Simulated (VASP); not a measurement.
# Al2Ge3B3N (P4/mmm) in VASP: further runs, part 2 of 2

VASP 6.6.1. The steps go on from the part before.

### 4 Relaxation of cell and atoms, PBE

INCAR reads:

```
PREC = Accurate ; ENCUT = 600
EDIFF = 1E-6 ; ISMEAR = 0
SIGMA = 0.1 ; LREAL = False
LASPH = True ; NELM = 60
ALGO = Normal ; ISIF = 3
LWAVE = False ; LCHARG = False
GGA = PE ; IBRION = 2
NSW = 90 ; EDIFFG = -0.04
```

KPOINTS reads:

```
regular mesh
0
Gamma
  4 4 4
```

POSCAR reads:

```
Al2Ge3B3N
1.0
    4.5375021800      0.0000000000      0.0000000000
    0.0000000000      4.5375021800      0.0000000000
    0.0000000000      0.0000000000      5.7322428100
Al Ge B N
2 3 3 1
Direct
    0.0000000000      0.0000000000      0.8185327800
    0.0000000000      0.0000000000      0.1814672200
    0.0000000000      0.5000000000      0.5000000000
    0.5000000000      0.0000000000      0.5000000000
    0.5000000000      0.5000000000      0.0000000000
    0.0000000000      0.5000000000      0.0000000000
    0.5000000000      0.0000000000      0.0000000000
    0.0000000000      0.0000000000      0.5000000000
    0.5000000000      0.5000000000      0.5000000000
```

Potentials or basis: VASP PAW PBE potentials, release 64 (Al, Ge_d, B, N).

Started as:

```sh
$ cat potpaw_PBE.64/Al/POTCAR potpaw_PBE.64/Ge_d/POTCAR potpaw_PBE.64/B/POTCAR potpaw_PBE.64/N/POTCAR > POTCAR
$ mpirun -np 1 vasp_std > vasp.out
```

OUTCAR:

```text
PREC = Accurate
   ENCUT = 600
   EDIFF = 1E-6
   ISMEAR = 0
   LREAL = False
   LASPH = True
   NELM = 60
   ISIF = 3
   GGA = PE
   IBRION = 2
   NSW = 90
   EDIFFG = -0.04

 ion  position               nearest neighbor table
   1  0.000  0.000  0.819-   8 1.83   2 2.08   7 2.50   6 2.50   6 2.50   7 2.50   3 2.91   4 2.91
                             4 2.91   3 2.91
   2  0.000  0.000  0.181-   8 1.83   1 2.08   7 2.50   6 2.50   6 2.50   7 2.50   3 2.91   4 2.91
                             4 2.91   3 2.91
   3  0.000  0.500  0.500-   8 2.27   9 2.27   8 2.27   9 2.27   1 2.91   2 2.91   1 2.91   2 2.91

   4  0.500  0.000  0.500-   8 2.27   9 2.27   9 2.27   8 2.27   1 2.91   1 2.91   2 2.91   2 2.91

   5  0.500  0.500  0.000-   6 2.27   7 2.27   7 2.27   6 2.27
   6  0.000  0.500  0.000-   5 2.27   5 2.27   1 2.50   1 2.50   2 2.50   2 2.50
   7  0.500  0.000  0.000-   5 2.27   5 2.27   1 2.50   2 2.50   1 2.50   2 2.50
   8  0.000  0.000  0.500-   1 1.83   2 1.83   3 2.27   4 2.27   3 2.27   4 2.27
   9  0.500  0.500  0.500-   3 2.27   4 2.27   4 2.27   3 2.27

  LATTYP: Found a simple tetragonal cell.
 ALAT       =     4.5375021800
 C/A-ratio  =     1.2633035936

  Lattice vectors:

 A1 = (   4.5375021800,   0.0000000000,   0.0000000000)
 A2 = (   0.0000000000,   4.5375021800,   0.0000000000)
 A3 = (   0.0000000000,   0.0000000000,   5.7322428100)

Analysis of symmetry for initial positions (statically):
=====================================================================
 Subroutine PRICEL returns:
 Original cell was already a primitive cell.

 Routine SETGRP: Setting up the symmetry group for a
 simple tetragonal supercell.

 Subroutine GETGRP returns: Found 16 space group operations
 (whereof 16 operations were pure point group operations)
 out of a pool of 16 trial point group operations.

The static configuration has the point symmetry D_4h.

Analysis of symmetry for dynamics (positions and initial velocities):
=====================================================================
 Subroutine PRICEL returns:
 Original cell was already a primitive cell.

 Routine SETGRP: Setting up the symmetry group for a
 simple tetragonal supercell.

[... 122 lines left out ...]
   NELECT =      62.0000    total number of electrons
   NUPDOWN=      -1.0000    fix difference up-down
   EMIN   =  10.00;   EMAX   =-10.00  energy-range for DOS
   EFERMI =   0.00;   METHOD = LEGACY
   ISMEAR =     0;   SIGMA  =   0.10  broadening in eV -4-tet -1-fermi 0-gaus
   EFERMI_NEDOS =   21; number of points for ismear=-14 and -15
   IALGO  =     38    algorithm
   IMIX   =      4    mixing-type and parameters
     AMIX     =   0.40;   BMIX     =  1.00
     AMIX_MAG =   1.60;   BMIX_MAG =  1.00
  volume/ion in A,a.u.               =      13.11        88.49
  Fermi-wavevector in a.u.,A,eV,Ry     =   1.320949  2.496231 23.740882  1.744906
  Thomas-Fermi vector in A             =   2.450738
   LORBIT       =      0    0 simple, 1 ext, 2 COOP (PROOUT), +10 PAW based schemes
   GGA     = PE    functional components
   LHFCALC =     F    Hartree Fock is set to
   AEXX    =    0.0000 exact exchange contribution
   IVDW    =     0    specifies the selected vdW correction
   LEPSILON=     F    determine dielectric tensor
   LRPA    =     F    only Hartree local field effects (RPA)
 conjugate gradient relaxation of ions
 non-spin polarized calculation
 Gauss-broadening in eV      SIGMA  =   0.10
  energy-cutoff  :      600.00
  volume of cell :      118.02
 maximum number of plane-waves:      3978
   NGX = 19   NGY = 19   NGZ = 23

--------------------------------------- Ionic step        1  -------------------------------------------

 number of electron      61.9999942 magnetization

 Free energy of the ion-electron system (eV)
  ---------------------------------------------------
  ext. energy  EPLUGINS =         0.00000000
  ---------------------------------------------------
  free energy    TOTEN  =       -40.40485011 eV

  energy without entropy =      -40.38042451  energy(sigma->0) =      -40.39263731

------------------------ aborting loop because EDIFF is reached ----------------------------------------

  FORCE on cell =-STRESS in cart. coord.  units (eV):
  Direction    XX          YY          ZZ          XY          YZ          ZX
  --------------------------------------------------------------------------------------
  -------------------------------------------------------------------------------------
  Total       -8.0447766     -8.0447766     23.2034256      0.0000000      0.0000000      0.0000000
  in kB     -109.2109789   -109.2109789    314.9955483      0.0000000      0.0000000      0.0000000
  external PRESSURE =      32.1911968 kB  Pullay stress =       0.0000000 kB
[... 288 lines left out ...]
--------------------------------------- Ionic step        8  -------------------------------------------

 number of electron      62.0000001 magnetization

 Free energy of the ion-electron system (eV)
  ---------------------------------------------------
  ext. energy  EPLUGINS =         0.00000000
  ---------------------------------------------------
  free energy    TOTEN  =       -42.34596638 eV

  energy without entropy =      -42.33425105  energy(sigma->0) =      -42.34010872

 E-fermi :   6.6359     XC(G=0): -10.9377

 val. band max:        6.6350516051   @ k =   0.5000   0.5000   0.5000
 cond. band min:       6.6499335084   @ k =   0.5000   0.2500   0.2500
 fundamental gap:      0.0148819033
 Fermi energy:         6.6359119098

 k-point     1 :       0.0000    0.0000    0.0000
  band No.  band energies     occupation
      1     -18.3327      2.00000
      2     -18.2553      2.00000
      3     -18.2503      2.00000
      4     -18.2463      2.00000
      5     -18.2463      2.00000
      6     -18.2276      2.00000
[... 745 lines left out ...]
  FREE ENERGIE OF THE ION-ELECTRON SYSTEM (eV)
  ---------------------------------------------------
  free  energy   TOTEN  =       -42.3459663826 eV

  energy  without entropy=      -42.3342510494  energy(sigma->0) =      -42.34010872

 reached required accuracy - stopping structural energy minimisation
```

OSZICAR:

```text
N       E                     dE             d eps       ncg     rms          rms(c)
DAV:   1     0.632392171976E+03    0.63239E+03   -0.31335E+04  1605   0.400E+03
DAV:   2     0.792241828797E+02   -0.55317E+03   -0.53581E+03  1340   0.984E+02
DAV:   3    -0.354554562695E+02   -0.11468E+03   -0.11039E+03  1553   0.228E+02
DAV:   4    -0.443393543632E+02   -0.88839E+01   -0.86215E+01  1712   0.660E+01
[... 84 lines left out ...]
DAV:   4    -0.423460038658E+02    0.13511E-03   -0.41169E-04  1583   0.155E-01    0.347E-02
DAV:   5    -0.423459713630E+02    0.32503E-04   -0.97794E-05  1877   0.129E-01    0.194E-02
DAV:   6    -0.423459681131E+02    0.32498E-05   -0.12485E-05  1756   0.234E-02    0.849E-03
DAV:   7    -0.423459663778E+02    0.17354E-05   -0.28643E-06  1024   0.236E-02    0.168E-03
DAV:   8    -0.423459663826E+02   -0.48458E-08   -0.12196E-06   834   0.624E-03
   8 F= -.42345966E+02 E0= -.42340109E+02  d E =-.104557E-01
```

CONTCAR:

```text
Al2Ge3B3N
   1.00000000000000
     4.2662131396086727    0.0000000000000000    0.0000000000000000
     0.0000000000000000    4.2662131396086727    0.0000000000000000
     0.0000000000000000    0.0000000000000000    6.6493655703141927
  Al              Ge              B               N
     2     3     3     1
Direct
     1.0000000000000000    0.0000000000000000    0.8170594904444070
     0.0000000000000000    0.0000000000000000    0.1829405095555932
     0.0000000000000000    0.5000000000000000    0.5000000000000000
     0.5000000000000000    0.0000000000000000    0.5000000000000000
     0.5000000000000000    0.5000000000000000    0.0000000000000000
     0.0000000000000000    0.5000000000000000    0.0000000000000000
     0.5000000000000000    0.0000000000000000    0.0000000000000000
     0.0000000000000000    0.0000000000000000    0.5000000000000000
     0.5000000000000000    0.5000000000000000    0.5000000000000000

  0.00000000E+00  0.00000000E+00  0.00000000E+00
  0.00000000E+00  0.00000000E+00  0.00000000E+00
  0.00000000E+00  0.00000000E+00  0.00000000E+00
  0.00000000E+00  0.00000000E+00  0.00000000E+00
  0.00000000E+00  0.00000000E+00  0.00000000E+00
  0.00000000E+00  0.00000000E+00  0.00000000E+00
  0.00000000E+00  0.00000000E+00  0.00000000E+00
  0.00000000E+00  0.00000000E+00  0.00000000E+00
  0.00000000E+00  0.00000000E+00  0.00000000E+00
```

It took 11 min on 1 thread of Oxide Virtual Turin-like, shared host; peak memory 0.26 GiB.

Results:

```
Free energy                            : -42.3460 eV
Relaxed volume                         : 13.45 Å³/atom
Relaxed cell                           : a = 4.266 Å, b = 4.266 Å, c = 6.649 Å, α = 90.00°, β = 90.00°, γ = 90.00°
Space group after relaxing (to 0.05 Å) : P4/mmm (No. 123)
Energy gained by relaxing              : 215.7 meV/atom
Ionic steps                            : 8
Pressure after relaxing                : 0.1 GPa
Largest force after relaxing           : 0.023 eV/Å
Band gap on the k mesh                 : zero (band 31 reaches 8.99 eV, above the bottom of band 32 at 5.73 eV)
```

Forces in eV/Å, atoms in the order of the input:
```
Al   0.000  0.000  0.023
Al   0.000  0.000 -0.023
Ge   0.000  0.000  0.000
Ge   0.000  0.000  0.000
Ge   0.000  0.000  0.000
B    0.000  0.000  0.000
B    0.000  0.000  0.000
B    0.000  0.000  0.000
N    0.000  0.000  0.000
```

Step by step:
| step | energy change (eV) | largest force (eV/Å) | pressure (GPa) | volume (Å³) |
| --- | --- | --- | --- | --- |
| 1 | 0.0000 | 0.3460 | 3.22 | 118.02 |
| 2 | -1.8503 | 0.1091 | -0.75 | 121.50 |
| 3 | -1.9180 | 0.2704 | -1.01 | 121.93 |
| 4 | -1.8566 | 0.6042 | 0.33 | 122.59 |
| 5 | -1.9298 | 0.3870 | -1.09 | 122.11 |
| 6 | -1.9307 | 0.4145 | -1.04 | 122.16 |
| 7 | -1.9391 | 0.1474 | 0.45 | 120.55 |
| 8 | -1.9411 | 0.0233 | 0.09 | 121.02 |

Final structure:
```
Al Ge B N
1.0
     4.26621    0.00000    0.00000
     0.00000    4.26621    0.00000
     0.00000    0.00000    6.64937
Al Ge B N
2 3 3 1
Direct
  0.00000 0.00000 0.81706
  0.00000 0.00000 0.18294
  0.00000 0.50000 0.50000
  0.50000 0.00000 0.50000
  0.50000 0.50000 0.00000
  0.00000 0.50000 0.00000
  0.50000 0.00000 0.00000
  0.00000 0.00000 0.50000
  0.50000 0.50000 0.50000
```

Levels at points of the mesh, in eV from the Fermi level:
| k point | band 28 | band 29 | band 30 | band 31 | band 32 | band 33 | band 34 | band 35 |
| --- | --- | --- | --- | --- | --- | --- | --- | --- |
| (0.00, 0.00, 0.00) | -2.17 | -2.17 | -1.66 | -0.58 | 0.31 | 0.37 | 0.37 | 1.95 |
| (0.50, 0.00, 0.00) | -2.30 | -2.28 | -0.93 | -0.69 | 0.84 | 1.59 | 2.72 | 2.77 |
| (0.50, 0.50, 0.00) | -0.38 | -0.38 | 1.03 | 2.35 | 2.35 | 2.66 | 2.69 | 2.75 |
| (0.00, 0.00, 0.50) | -2.18 | -2.18 | -1.19 | 0.17 | 0.22 | 0.22 | 1.13 | 2.14 |
| (0.50, 0.00, 0.50) | -2.69 | -2.63 | -2.60 | -2.44 | 1.03 | 1.34 | 2.55 | 2.85 |
| (0.50, 0.50, 0.50) | -0.91 | -0.91 | -0.53 | -0.06 | -0.06 | 0.00 | 2.68 | 2.76 |

### 5 Single point, PBE

This run uses another cell than the first one, of 13.43 Å³/atom, 1.024 times its volume.

INCAR reads:

```
PREC     = Accurate       # precision mode
ENCUT    = 520            # plane-wave cutoff, eV
EDIFF    = 1E-7           # SCF threshold, eV
ISMEAR   = 0              # smearing method
SIGMA    = 0.1            # smearing width, eV
LREAL    = False          # projectors in reciprocal space
LASPH    = True           # aspherical terms in the spheres
NELM     = 80             # most SCF steps
ALGO     = Normal         # electronic algorithm
ISIF     = 2              # what is computed and relaxed
LWAVE    = False          # write WAVECAR
LCHARG   = False          # write CHGCAR
GGA      = PE             # functional
NBANDS   = 41             # bands
```

KPOINTS reads:

```
regular mesh
0
Gamma
  10 10 6
```

POSCAR reads:

```
Al2Ge3B3N
1.0
    4.2648825702      0.0000000000      0.0000000000
    0.0000000000      4.2648825702      0.0000000000
    0.0000000000      0.0000000000      6.6465963521
Al Ge B N
2 3 3 1
Direct
    0.0000000000      0.0000000000      0.8176275947
    0.0000000000      0.0000000000      0.1823724053
    0.0000000000      0.5000000000      0.5000000000
    0.5000000000      0.0000000000      0.5000000000
    0.5000000000      0.5000000000      0.0000000000
    0.0000000000      0.5000000000      0.0000000000
    0.5000000000      0.0000000000      0.0000000000
    0.0000000000      0.0000000000      0.5000000000
    0.5000000000      0.5000000000      0.5000000000
```

Started as:

```sh
$ cat potpaw_PBE.64/Al/POTCAR potpaw_PBE.64/Ge_d/POTCAR potpaw_PBE.64/B/POTCAR potpaw_PBE.64/N/POTCAR > POTCAR
$ mpirun -np 1 vasp_std > vasp.out
```

Wall time 9.4 min (1 thread of Oxide Virtual Turin-like, shared host); peak memory 0.43 GiB.

Results (log left out):

```
Free energy            : -42.4763 eV
Pressure               : 0.0 GPa
Largest force          : 0.004 eV/Å
Band gap on the k mesh : zero (band 31 reaches 8.98 eV, above the bottom of band 32 at 5.48 eV)
```

Forces in eV/Å, atoms in the order of the input:
```
Al   0.000  0.000 -0.004
Al   0.000  0.000  0.004
Ge   0.000  0.000  0.000
Ge   0.000  0.000  0.000
Ge   0.000  0.000  0.000
B    0.000  0.000  0.000
B    0.000  0.000  0.000
B    0.000  0.000  0.000
N    0.000  0.000  0.000
```

Levels at points of the mesh, in eV from the Fermi level:
```tsv
k point	band 27	band 28	band 29	band 30	band 31	band 32	band 33	band 34	band 35	band 36
(0.00, 0.00, 0.00)	-2.30	-2.27	-2.27	-1.73	-0.67	0.21	0.29	0.29	1.89	1.89
(0.50, 0.00, 0.00)	-2.98	-2.39	-2.35	-1.00	-0.78	0.76	1.52	2.65	2.71	3.05
(0.50, 0.50, 0.00)	-2.90	-0.45	-0.45	0.98	2.26	2.26	2.57	2.59	2.69	2.82
(0.00, 0.00, 0.50)	-4.02	-2.28	-2.28	-1.26	0.08	0.14	0.14	1.04	2.06	3.36
(0.50, 0.00, 0.50)	-2.89	-2.76	-2.71	-2.68	-2.52	0.96	1.27	2.46	2.76	3.75
(0.50, 0.50, 0.50)	-1.66	-0.99	-0.99	-0.58	-0.14	-0.14	-0.07	2.58	2.67	3.44
```

### 6 Overview

| task | cell | k mesh | cutoff (eV) | gap on the mesh (eV) | pressure (GPa) | largest force (eV/Å) |
| --- | --- | --- | --- | --- | --- | --- |
| single point | a = 4.538, b = 4.538, c = 5.732 Å, 9 atoms | 4 × 4 × 4 | 520 | none | 3.2 | 0.35 |
| single point | a = 4.268, b = 4.268, c = 6.647 Å, 9 atoms | 4 × 4 × 4 | 520 | none | 0.0 | - |
| relaxation of cell and atoms | relaxed from a = 4.538, b = 4.538, c = 5.732 Å, 9 atoms | 4 × 4 × 4 | 600 | none | 0.1 | 0.02 |
| single point | a = 4.265, b = 4.265, c = 6.647 Å, 9 atoms | 10 × 10 × 6 | 520 | none | 0.0 | - |

Alike in all rows: level PBE; potentials or basis VASP PAW PBE potentials, release 64 (Al, Ge_d, B, N); no spin polarisation; smearing gaussian 0.1 eV.

Caveats: some runs use coarse meshes.

Absolute energies hang on the potentials; compare differences alone.
